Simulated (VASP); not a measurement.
# CuCl (F-43m) in VASP: single point with PBE

Aim: the single point of CuCl with PBE.

Program: VASP 6.6.1. These are calculated values, not measurements. Logs are shortened: lines on timing, memory, paths and dates and some standing lists are left out, and cuts for length are marked.

## 1. The cell of the first run

Symmetry: F-43m, No. 216, cubic system. Conventional cell: a = 5.420 Å, b = 5.420 Å, c = 5.420 Å, α = 90.00°, β = 90.00°, γ = 90.00°. Within 3.1 Å of Cu (site symmetry -43m) lie 4 Cl at 2.35 Å. Cl (site symmetry -43m) has 4 Cu at 2.35 Å within 3.1 Å.

## 2. Single point, PBE

The input, INCAR:

```
PREC = Accurate
ENCUT = 600
EDIFF = 1E-6
ISMEAR = 0
SIGMA = 0.01
LREAL = False
LASPH = True
NELM = 120
ALGO = Normal
ISIF = 2
LWAVE = False
LCHARG = False
GGA = PE
NBANDS = 16
GGA_COMPAT = False
```

The input, KPOINTS:

```
Automatic mesh
0
Gamma
  6 6 6
```

The input, POSCAR:

```
CuCl
1.0
    0.0000000000      2.7100000000      2.7100000000
    2.7100000000      0.0000000000      2.7100000000
    2.7100000000      2.7100000000      0.0000000000
Cu Cl
1 1
Direct
    0.0000000000      0.0000000000      0.0000000000
    0.2500000000      0.2500000000      0.2500000000
```

Potentials or basis: VASP PAW PBE potentials, release 64 (Cu, Cl).

Launch:

```
> cat potpaw_PBE.64/Cu/POTCAR potpaw_PBE.64/Cl/POTCAR > POTCAR
> mpirun -np 1 vasp_std > vasp.out
```

OUTCAR:

```text
PREC = Accurate
   ENCUT = 600
   EDIFF = 1E-6
   ISMEAR = 0
   LREAL = False
   LASPH = True
   NELM = 120
   ISIF = 2
   GGA = PE

 ion  position               nearest neighbor table
   1  0.000  0.000  0.000-   2 2.35   2 2.35   2 2.35   2 2.35
   2  0.250  0.250  0.250-   1 2.35   1 2.35   1 2.35   1 2.35

  LATTYP: Found a face centered cubic cell.
 ALAT       =     5.4200000000

  Lattice vectors:

 A1 = (   0.0000000000,   2.7100000000,   2.7100000000)
 A2 = (   2.7100000000,   0.0000000000,   2.7100000000)
 A3 = (   2.7100000000,   2.7100000000,   0.0000000000)

Analysis of symmetry for initial positions (statically):
=====================================================================
 Subroutine PRICEL returns:
 Original cell was already a primitive cell.

 Routine SETGRP: Setting up the symmetry group for a
 face centered cubic supercell.

 Subroutine GETGRP returns: Found 24 space group operations
 (whereof 24 operations were pure point group operations)
 out of a pool of 48 trial point group operations.

The static configuration has the point symmetry T_d .

Analysis of symmetry for dynamics (positions and initial velocities):
=====================================================================
 Subroutine PRICEL returns:
 Original cell was already a primitive cell.

 Routine SETGRP: Setting up the symmetry group for a
 face centered cubic supercell.

 Subroutine GETGRP returns: Found 24 space group operations
 (whereof 24 operations were pure point group operations)
 out of a pool of 48 trial point group operations.

The dynamic configuration has the point symmetry T_d .

 Subroutine INISYM returns: Found 24 space group operations
 (whereof 24 operations are pure point group operations),
 and found     1 'primitive' translations

----------------------------------------------------------------------------------------

                                     Primitive cell

  volume of cell :      39.8050

  direct lattice vectors                    reciprocal lattice vectors
     0.000000000  2.710000000  2.710000000    -0.184501845  0.184501845  0.184501845
     2.710000000  0.000000000  2.710000000     0.184501845 -0.184501845  0.184501845
     2.710000000  2.710000000  0.000000000     0.184501845  0.184501845 -0.184501845

  length of vectors
     3.832518754  3.832518754  3.832518754     0.319566570  0.319566570  0.319566570
[... 70 lines left out ...]
   ENCUT  =  600.0 eV  44.10 Ry    6.64 a.u.   7.65  7.65  7.65*2*pi/ulx,y,z
   NELM   =    120;   NELMIN=  2; NELMDL= -5     # of ELM steps
   EDIFF  = 0.1E-05   stopping-criterion for ELM
   LREAL  =      F    real-space projection
   EDIFFG = 0.1E-04   stopping-criterion for IOM
   NSW    =      0    number of steps for IOM
   IBRION =     -1    ionic relax: 0-MD 1-quasi-New 2-CG
   NFREE  =      0    steps in history (QN), initial steepest desc. (CG)
   ISIF   =      2    stress and relaxation
   ISYM   =      2    0-nonsym 1-usesym 2-fastsym
   POTIM  = 0.5000    time-step for ionic-motion
   TEBEG  =    0.0;   TEEND  =   0.0 temperature during run
   PSTRESS=    0.0 pullay stress
   NELECT =      18.0000    total number of electrons
   NUPDOWN=      -1.0000    fix difference up-down
   EMIN   =  10.00;   EMAX   =-10.00  energy-range for DOS
   EFERMI =   0.00;   METHOD = LEGACY
   ISMEAR =     0;   SIGMA  =   0.01  broadening in eV -4-tet -1-fermi 0-gaus
   EFERMI_NEDOS =   21; number of points for ismear=-14 and -15
   IALGO  =     38    algorithm
   IMIX   =      4    mixing-type and parameters
     AMIX     =   0.40;   BMIX     =  1.00
     AMIX_MAG =   1.60;   BMIX_MAG =  1.00
  volume/ion in A,a.u.               =      19.90       134.31
  Fermi-wavevector in a.u.,A,eV,Ry     =   1.256569  2.374571 21.483135  1.578966
  Thomas-Fermi vector in A             =   2.390271
   LORBIT       =      0    0 simple, 1 ext, 2 COOP (PROOUT), +10 PAW based schemes
   GGA     = PE    functional components
   LHFCALC =     F    Hartree Fock is set to
   AEXX    =    0.0000 exact exchange contribution
   IVDW    =     0    specifies the selected vdW correction
   LEPSILON=     F    determine dielectric tensor
   LRPA    =     F    only Hartree local field effects (RPA)
 non-spin polarized calculation
 Gauss-broadening in eV      SIGMA  =   0.01
  energy-cutoff  :      600.00
  volume of cell :       39.81
 maximum number of plane-waves:      1363
 NGX is ok and might be reduce to    32
   NGX = 15   NGY = 15   NGZ = 15

 number of electron      18.0000009 magnetization

 Free energy of the ion-electron system (eV)
  ---------------------------------------------------
  ext. energy  EPLUGINS =         0.00000000
  ---------------------------------------------------
  free energy    TOTEN  =        -6.34203902 eV

  energy without entropy =       -6.34203902  energy(sigma->0) =       -6.34203902

 E-fermi :   3.8972     XC(G=0):  -9.3896

 val. band max:        3.8482269836   @ k =   0.0000   0.0000   0.0000
 cond. band min:       4.3832048225   @ k =   0.0000   0.0000   0.0000
 fundamental gap:      0.5349778389
 Fermi energy:         3.8971974416

 k-point     1 :       0.0000    0.0000    0.0000
  band No.  band energies     occupation
      1     -13.1655      2.00000
      2      -1.0699      2.00000
      3      -1.0699      2.00000
      4      -1.0699      2.00000
      5       2.3832      2.00000
      6       2.3832      2.00000
[... 281 lines left out ...]
      3      -1.6280      2.00000
      4      -1.2612      2.00000
      5       2.2125      2.00000
      6       2.3236      2.00000
[... 8 lines left out ...]
     15      17.4832      0.00000
     16      17.6634      0.00000

------------------------ aborting loop because EDIFF is reached ----------------------------------------

  FORCE on cell =-STRESS in cart. coord.  units (eV):
  Direction    XX          YY          ZZ          XY          YZ          ZX
  --------------------------------------------------------------------------------------
  -------------------------------------------------------------------------------------
  Total        0.0549594      0.0549594      0.0549594      0.0000000     -0.0000000     -0.0000000
  in kB        2.2121511      2.2121511      2.2121511      0.0000000     -0.0000000     -0.0000000
  external PRESSURE =       2.2121511 kB  Pullay stress =       0.0000000 kB

 VOLUME and BASIS-vectors are now :
 -----------------------------------------------------------------------------
  energy-cutoff  :      600.00
  volume of cell :       39.81
      direct lattice vectors                 reciprocal lattice vectors
     0.000000000  2.710000000  2.710000000    -0.184501845  0.184501845  0.184501845
     2.710000000  0.000000000  2.710000000     0.184501845 -0.184501845  0.184501845
     2.710000000  2.710000000  0.000000000     0.184501845  0.184501845 -0.184501845

 POSITION                                       TOTAL-FORCE (eV/Angst)
 -----------------------------------------------------------------------------------
      0.00000      0.00000      0.00000        -0.000000     -0.000000     -0.000000
      1.35500      1.35500      1.35500         0.000000      0.000000      0.000000
 -----------------------------------------------------------------------------------
    total drift:                                0.000001      0.000001      0.000001

  FREE ENERGIE OF THE ION-ELECTRON SYSTEM (eV)
  ---------------------------------------------------
  free  energy   TOTEN  =        -6.3420390187 eV

  energy  without entropy=       -6.3420390187  energy(sigma->0) =       -6.34203902
```

OSZICAR:

```text
N       E                     dE             d eps       ncg     rms          rms(c)
DAV:   1     0.125086090318E+03    0.12509E+03   -0.91090E+03   512   0.152E+03
DAV:   2     0.481141667823E+01   -0.12027E+03   -0.11046E+03   544   0.283E+02
DAV:   3    -0.625628183528E+01   -0.11068E+02   -0.10877E+02   704   0.868E+01
DAV:   4    -0.653884456743E+01   -0.28256E+00   -0.28238E+00   584   0.135E+01
DAV:   5    -0.654949090738E+01   -0.10646E-01   -0.10645E-01   744   0.287E+00    0.528E+00
DAV:   6    -0.642052431576E+01    0.12897E+00   -0.13954E+00   624   0.318E+01    0.309E+00
DAV:   7    -0.634357609481E+01    0.76948E-01   -0.44595E-01   576   0.177E+01    0.182E+00
DAV:   8    -0.634202199491E+01    0.15541E-02   -0.13723E-02   824   0.118E+00    0.668E-01
DAV:   9    -0.634193148151E+01    0.90513E-04   -0.30269E-03   672   0.144E+00    0.623E-02
DAV:  10    -0.634198863073E+01   -0.57149E-04   -0.44466E-04   816   0.416E-01    0.352E-02
DAV:  11    -0.634203993532E+01   -0.51305E-04   -0.90779E-05   664   0.105E-01    0.175E-02
DAV:  12    -0.634203877368E+01    0.11616E-05   -0.34898E-06   728   0.267E-02    0.788E-03
DAV:  13    -0.634203901871E+01   -0.24503E-06   -0.14021E-06   536   0.144E-02
   1 F= -.63420390E+01 E0= -.63420390E+01  d E =-.301456E-14
```

It took 11 s on 1 thread of Intel Xeon Platinum 8375C at 2.90GHz (Ice Lake), shared host; peak memory 0.18 GiB.

Results:

* Free energy: -6.3420 eV
* Pressure: 0.2 GPa
* Band gap on the k mesh: 0.54 eV, direct

As with any semilocal functional, this PBE gap is likely too small.
